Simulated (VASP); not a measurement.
Runs of VASP 6.6.1 on TaGe3W2. The structure is that of space group P4/mmm (No. 123), or close to it. The cells are those of the table. The cell was built from a structure type or drawn by symmetry, and may not be a known phase.

```csv
task,cell,k mesh,cutoff (eV),gap on the mesh (eV),pressure (GPa),relaxed volume (Å³/atom),largest force (eV/Å)
single point,"a = 3.804, b = 3.804, c = 8.805 Å, 6 atoms",4 × 4 × 2,520,none,14.8,-,2.92
single point,"a = 3.638, b = 3.638, c = 10.085 Å, 6 atoms",10 × 10 × 4,520,none,0.2,-,0.01
relaxation of cell and atoms,"relaxed from a = 3.804, b = 3.804, c = 8.805 Å, 6 atoms",4 × 4 × 2,600,none,-0.1,(a),0.02
relaxation of cell and atoms,"relaxed from a = 3.642, b = 3.642, c = 10.058 Å, 6 atoms",6 × 6 × 2,600,none,0.0,22.19,-
single point,"a = 3.642, b = 3.642, c = 10.058 Å, 6 atoms",4 × 4 × 2,520,none,0.2,-,0.01
```

Alike in all rows: level PBE; potentials or basis VASP PAW PBE potentials, release 64 (Ta_pv, Ge_d, W_sv); no spin polarisation; smearing gaussian 0.1 eV.

**Question.** Estimate the missing entries.

**Answer.** (a) 22.30.

Caveats: some runs use coarse meshes; spin-orbit coupling is left out, which moves the levels of the heavy elements; forces of over 1 eV/Å act on the atoms, so gaps and moduli don't describe the material at rest (at least some runs).

A k mesh can miss the band edges, and the runs leave out spin-orbit coupling on Ge, Ta, W.

A gap of «none» marks levels without a gap at the run's occupations.
